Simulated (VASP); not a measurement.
# Pt (P6_3/mmc) in VASP: a series of runs, part 2 of 2

VASP 6.6.1. The steps go on from the part before.

## Step 4: Single point, PBE

This run uses another cell than the first one: it holds 8 atoms, not 2.

INCAR

```
SYSTEM = Pt
PREC     = Accurate       ! precision mode
ENCUT    = 500            ! plane-wave cutoff, eV
EDIFF    = 1E-6           ! SCF threshold, eV
ISMEAR   = 0              ! smearing method
SIGMA    = 0.1            ! smearing width, eV
LREAL    = .FALSE.        ! projectors in reciprocal space
LASPH    = .TRUE.         ! aspherical terms in the spheres
NELM     = 120            ! most SCF steps
ALGO     = Normal         ! electronic algorithm
ISIF     = 2              ! what is computed and relaxed
LWAVE    = .FALSE.        ! write WAVECAR
LCHARG   = .FALSE.        ! write CHGCAR
GGA      = PE             ! functional
NBANDS   = 50             ! bands
GGA_COMPAT= .FALSE.
```

KPOINTS

```
regular mesh
0
G
  6 6 6
  0 0 0
```

POSCAR

```
Pt
1.0
    5.5168995855      0.0000000000      0.0000000000
   -2.7584497928      4.7777751912      0.0000000000
    0.0000000000      0.0000000000      4.7829479934
Pt
8
Direct
    0.3333333333      0.1666666667      0.7500000000
    0.3333333333      0.6666666667      0.7500000000
    0.8333333333      0.1666666667      0.7500000000
    0.8333333333      0.6666666667      0.7500000000
    0.1666666667      0.3333333333      0.2500000000
    0.1666666667      0.8333333333      0.2500000000
    0.6666666667      0.3333333333      0.2500000000
    0.6666666667      0.8333333333      0.2500000000
```

Potentials or basis: VASP PAW PBE potentials, release 64 (Pt).

On the command line:

```sh
> cat potpaw_PBE.64/Pt/POTCAR > POTCAR
> mpirun -np 1 vasp_std > vasp.out
```

OUTCAR:

```text
SYSTEM = Pt
   PREC = Accurate
   ENCUT = 500
   EDIFF = 1E-6
   ISMEAR = 0
   LREAL = .FALSE.
   LASPH = .TRUE.
   NELM = 120
   ISIF = 2
   GGA = PE

 ion  position               nearest neighbor table
   1  0.333  0.167  0.750-   3 2.76   3 2.76   4 2.76   4 2.76   2 2.76   2 2.76   5 2.87   5 2.87
                             7 2.87   7 2.87   6 2.87   6 2.87
   2  0.333  0.667  0.750-   4 2.76   4 2.76   3 2.76   3 2.76   1 2.76   1 2.76   6 2.87   6 2.87
                             8 2.87   8 2.87   5 2.87   5 2.87
   3  0.833  0.167  0.750-   1 2.76   1 2.76   2 2.76   2 2.76   4 2.76   4 2.76   7 2.87   7 2.87
                             5 2.87   5 2.87   8 2.87   8 2.87
   4  0.833  0.667  0.750-   2 2.76   2 2.76   1 2.76   1 2.76   3 2.76   3 2.76   8 2.87   8 2.87
                             6 2.87   6 2.87   7 2.87   7 2.87
   5  0.167  0.333  0.250-   7 2.76   7 2.76   8 2.76   8 2.76   6 2.76   6 2.76   1 2.87   1 2.87
                             3 2.87   3 2.87   2 2.87   2 2.87
   6  0.167  0.833  0.250-   8 2.76   8 2.76   7 2.76   7 2.76   5 2.76   5 2.76   2 2.87   2 2.87
                             4 2.87   4 2.87   1 2.87   1 2.87
   7  0.667  0.333  0.250-   5 2.76   5 2.76   6 2.76   6 2.76   8 2.76   8 2.76   3 2.87   3 2.87
                             1 2.87   1 2.87   4 2.87   4 2.87
   8  0.667  0.833  0.250-   6 2.76   6 2.76   5 2.76   5 2.76   7 2.76   7 2.76   4 2.87   4 2.87
[... 1487 lines left out ...]
     50      18.4750      0.00000

 [... further k-points ...]

------------------------ aborting loop because EDIFF is reached ----------------------------------------

  FORCE on cell =-STRESS in cart. coord.  units (eV):
  Direction    XX          YY          ZZ          XY          YZ          ZX
  --------------------------------------------------------------------------------------
  -------------------------------------------------------------------------------------
  Total       -0.2402051     -0.2402051     -0.4962876      0.0000000     -0.0000000     -0.0000000
  in kB       -3.0526459     -3.0526459     -6.3070689      0.0000000     -0.0000000     -0.0000000
  external PRESSURE =      -4.1374535 kB  Pullay stress =       0.0000000 kB

 VOLUME and BASIS-vectors are now :
 -----------------------------------------------------------------------------
  energy-cutoff  :      500.00
  volume of cell :      126.07
      direct lattice vectors                 reciprocal lattice vectors
     5.516899586  0.000000000  0.000000000     0.181261229  0.104651219  0.000000000
    -2.758449793  4.777775191  0.000000000     0.000000000  0.209302439  0.000000000
     0.000000000  0.000000000  4.782947993     0.000000000  0.000000000  0.209076076

 POSITION                                       TOTAL-FORCE (eV/Angst)
 -----------------------------------------------------------------------------------
      1.37922      0.79630      3.58721        -0.000000     -0.000000      0.000000
     -0.00000      3.18518      3.58721         0.000000     -0.000000      0.000000
      4.13767      0.79630      3.58721        -0.000000      0.000000      0.000000
      2.75845      3.18518      3.58721        -0.000000      0.000000      0.000000
      0.00000      1.59259      1.19574         0.000000      0.000000     -0.000000
     -1.37922      3.98148      1.19574         0.000000     -0.000000      0.000000
      2.75845      1.59259      1.19574         0.000000      0.000000      0.000000
      1.37922      3.98148      1.19574         0.000000     -0.000000     -0.000000
 -----------------------------------------------------------------------------------
    total drift:                               -0.000000      0.000000      0.000000

  FREE ENERGIE OF THE ION-ELECTRON SYSTEM (eV)
  ---------------------------------------------------
  free  energy   TOTEN  =       -48.3388730464 eV

  energy  without entropy=      -48.2464222305  energy(sigma->0) =      -48.29264764
```

stdout:

```text
POSCAR found type information on POSCAR Pt
 POSCAR found :  1 types and       8 ions
 scaLAPACK will be used
 LDA part: xc-table for (Slater+PW92), standard interpolation
 POSCAR, INCAR and KPOINTS ok, starting setup
 FFT: planning ... GRIDC
 FFT: planning ... GRID_SOFT
 FFT: planning ... GRID
 WAVECAR not read
 entering main loop
```

It took 3.5 min on 1 thread of Intel Xeon 8259CL, shared host; peak memory 0.29 GiB.

Results:

| Quantity | Value |
| --- | --- |
| Free energy | -48.3389 eV |
| Pressure | -0.4 GPa |
| Band gap on the k mesh | zero (band 40 reaches 10.90 eV, above the bottom of band 41 at 10.15 eV) |

Stress tensor (GPa, compression positive):
```
-0.31  0.00  0.00
 0.00 -0.31  0.00
 0.00  0.00 -0.63
```

Levels at points of the mesh, in eV from the Fermi level:
```
           k point  band 38  band 39  band 40  band 41  band 42  band 43
(0.00, 0.00, 0.00)     0.30     0.30     0.51     0.51     0.51     2.29
(0.50, 0.00, 0.00)    -0.49    -0.01    -0.01    -0.01    -0.01     2.10
(0.00, 0.00, 0.50)     0.42     0.42     0.42     0.42     0.42     1.72
(0.50, 0.00, 0.50)    -0.27    -0.27    -0.27     0.08     0.08     0.08
```

Caveat: spin-orbit coupling is left out, which moves the levels of the heavy elements.
